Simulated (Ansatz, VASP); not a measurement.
# SiO2 in VASP and in Ansatz

Contents of INCAR:

```
PREC = Accurate
ENCUT = 600
EDIFF = 1E-6
ISMEAR = -1
SIGMA = 0.08
LREAL = F
LASPH = T
NELM = 120
ALGO = Normal
ISIF = 2
LWAVE = F
LCHARG = F
GGA = CA
NBANDS = 25
GGA_COMPAT = F
```

KPOINTS

```
regular mesh
0
Gamma
  8 8 11
```

Contents of POSCAR:

```
SiO2
1.0
    3.8315163946      0.0000000000      0.0000000000
    0.0000000000      3.8315163946      0.0000000000
    0.0000000000      0.0000000000      2.5036737830
Si O
2 4
Direct
    0.0000000000      0.0000000000      0.0000000000
    0.5000000000      0.5000000000      0.5000000000
    0.3005901603      0.3005901603      0.0000000000
    0.6994098397      0.6994098397      0.0000000000
    0.8005901603      0.1994098397      0.5000000000
    0.1994098397      0.8005901603      0.5000000000
```

Input for Ansatz:

```yaml
crystal:
  lattice:
    - [3.8315163946, 0.0, 0.0]
    - [0.0, 3.8315163946, 0.0]
    - [0.0, 0.0, 2.503673783]
  atoms:
    - { symbol: Si, position: [0.0, 0.0, 0.0] }
    - { symbol: Si, position: [0.5, 0.5, 0.5] }
    - { symbol: O, position: [0.3005901603, 0.3005901603, 0.0] }
    - { symbol: O, position: [0.6994098397, 0.6994098397, 0.0] }
    - { symbol: O, position: [0.8005901603, 0.1994098397, 0.5] }
    - { symbol: O, position: [0.1994098397, 0.8005901603, 0.5] }
kpoints:
  mp_grid: { grid: [8, 8, 11] }
scf:
  occupations: { method: fermi_dirac, width: 0.08 }
hamiltonian:
  xc: lda
  pseudopotentials: { kind: all_electron, lapw: { basis_error: 0.001 } }
output:
  forces: true
  stress: true
  eigenvalues: true
  populations: true
```

Change from the starting cell: volume scaled by 0.8, LAPW.

Alike in both runs: task single point; functional LDA; k mesh 8 × 8 × 11; occupations fermi-dirac, width 0.08 eV; no spin polarisation.

|  | VASP | Ansatz |
| --- | --- | --- |
| version | VASP 6.6.1 | Ansatz 0.2.0 |
| potentials or method | VASP PAW LDA potentials, release 64 (Si, O), cutoff 600 eV | all-electron LAPW, scalar-relativistic |

|  | VASP | Ansatz | Ansatz less VASP |
| --- | --- | --- | --- |
| gap on the k mesh at the Fermi level (eV) | 6.74 | 6.77 | +0.031 |
| pressure (GPa) | 115.7 | 114.0 | -1.69 |
| traceless stress, the component that is largest in VASP (GPa) | 0.68 | 0.07 | -0.605 |
| rms of the force components (eV/Å) | 0.010 | 0.004 | -0.0060 |

LDA's correlation is that of Perdew and Zunger in VASP and of Perdew and Wang (1992) in Ansatz. Atom by atom the forces differ by 0.014 eV/Å (rms over components). Both programs put the cell under a high pressure, so it lies far from rest at this level. Ansatz ran all-electron here, and VASP with PAW potentials.

Noted on VASP's run: the cell as given lies far from equilibrium.
